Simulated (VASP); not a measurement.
Write the native input for VASP 6.6.1 that does the following.

* Task: single point
* Functional: PBEsol
* Potentials or basis: VASP PAW PBE potentials, release 64 (W_sv, C)
* Cutoff: 520 eV
* k mesh: 18 × 18 × 18
* Occupations: gaussian, width 0.15 eV
* Spin: no spin polarisation
* Dipole correction: no
* Further INCAR settings: ALGO = Normal; EDIFF = 1e-07; NBANDS = 16

The structure of WC lies in POSCAR:

```
WC
1.0
    0.0000000000      2.1926840000      2.1926840000
    2.4803641408      0.0000000000      2.1926840000
    2.4803641408      2.1926840000      0.0000000000
W C
1 1
Direct
    0.0000000000      0.0000000000      0.0000000000
    0.5000000000      0.5000000000      0.5000000000
```

This cell differs from its parent crystal: strain +0.1312 x Voigt [1, 0, 0, 0, 0, 0].

One way to write it, as run:

INCAR

```
PREC = Accurate
ENCUT = 520
EDIFF = 1E-7
ISMEAR = 0
SIGMA = 0.15
LREAL = False
LASPH = True
NELM = 80
ALGO = Normal
ISIF = 2
LWAVE = False
LCHARG = False
GGA = PS
NBANDS = 16
```

KPOINTS

```
Automatic mesh
0
Gamma
  18 18 18
```

Potentials or basis: VASP PAW PBE potentials, release 64 (W_sv, C).

Run with:

```sh
$ cat potpaw_PBE.64/W_sv/POTCAR potpaw_PBE.64/C/POTCAR > POTCAR
$ mpirun -np 1 vasp_std > vasp.out
```

Results of the run:

```json
{
  "Pressure": "-33.6 GPa",
  "Band gap on the k mesh": "zero (bands 9 and 10 overlap by 2.56 eV)"
}
```

Caveat: the cell differs from its parent crystal (strain +0.1312 x Voigt [1, 0, 0, 0, 0, 0]); the stress differs along the axes, from -47 to -27 GPa; the PAW data sets were made with another functional, which shifts forces and pressure a little; spin-orbit coupling is left out, which moves the levels of the heavy elements.

It took 5.5 min on 1 thread of AMD EPYC 7571, with other jobs on the host, peak memory 0.27 GiB.
